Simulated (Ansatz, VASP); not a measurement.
**One calculation of GaN, two programs**

Contents of INCAR:

```
SYSTEM = GaN
PREC = Accurate
ENCUT = 520
EDIFF = 1E-7
ISMEAR = 0
SIGMA = 0.1
LREAL = .False.
LASPH = .True.
NELM = 100
ALGO = Normal
ISIF = 2
LWAVE = .False.
LCHARG = .False.
GGA = PE
NBANDS = 36
```

KPOINTS

```
regular mesh
0
Gamma
  6 6 4
  0 0 0
```

File POSCAR:

```
GaN
1.0
    2.7082774700      0.0000000000      0.0000000000
    0.0000000000      3.0570187300      0.0000000000
    0.0000000000      0.0000000000      7.0632873100
Ga N
3 3
Direct
    0.5000000000      0.5000000000      0.1780484600
    0.5000000000      0.5000000000      0.8219515400
    0.0000000000      0.0000000000      0.5000000000
    0.5000000000      0.0000000000      0.3219515400
    0.0000000000      0.5000000000      0.0000000000
    0.5000000000      0.0000000000      0.6780484600
```

Input for Ansatz:

```yaml
crystal:
  lattice:
    - [2.70827747, 0.0, 0.0]
    - [0.0, 3.05701873, 0.0]
    - [0.0, 0.0, 7.06328731]
  atoms:
    - { symbol: Ga, position: [0.5, 0.5, 0.17804846] }
    - { symbol: Ga, position: [0.5, 0.5, 0.82195154] }
    - { symbol: Ga, position: [0.0, 0.0, 0.5] }
    - { symbol: "N", position: [0.5, 0.0, 0.32195154] }
    - { symbol: "N", position: [0.0, 0.5, 0.0] }
    - { symbol: "N", position: [0.5, 0.0, 0.67804846] }
basis:
  ecutwfc: 420
kpoints:
  mp_grid: { grid: [6, 6, 4] }
hamiltonian:
  xc: pbe
scf:
  occupations: { method: gaussian, width: 0.1 }
  lower_state_search: "off"
output:
  forces: true
  stress: true
  eigenvalues: true
```

Alike in both runs: task single point; functional PBE; k mesh 6 × 6 × 4; occupations gaussian, width 0.1 eV; no spin polarisation.

```csv
,VASP,Ansatz
version,VASP 6.6.1,Ansatz 0.2.0
potentials or method,"VASP PAW PBE potentials, release 64 (Ga_d, N), cutoff 520 eV","scalar-relativistic, plane waves, PAW"
valence electrons in the cell,54,54
```

VASP gave:

```
gap on the k mesh at the Fermi level (eV) : none
rms of the force components (eV/Å)        : 0.353
```

Problem. What did Ansatz give for the same quantities?

Solution. gap on the k mesh at the Fermi level (eV): none; rms of the force components (eV/Å): 0.347.

Atom by atom the forces differ by 0.008 eV/Å (rms over components). A gap of «none» marks a metal or a gap that the smearing closes. The functional is the same, so the differences come from potentials, cutoffs and numerics.

The k mesh is coarse, so the values compare programs but aren't converged.
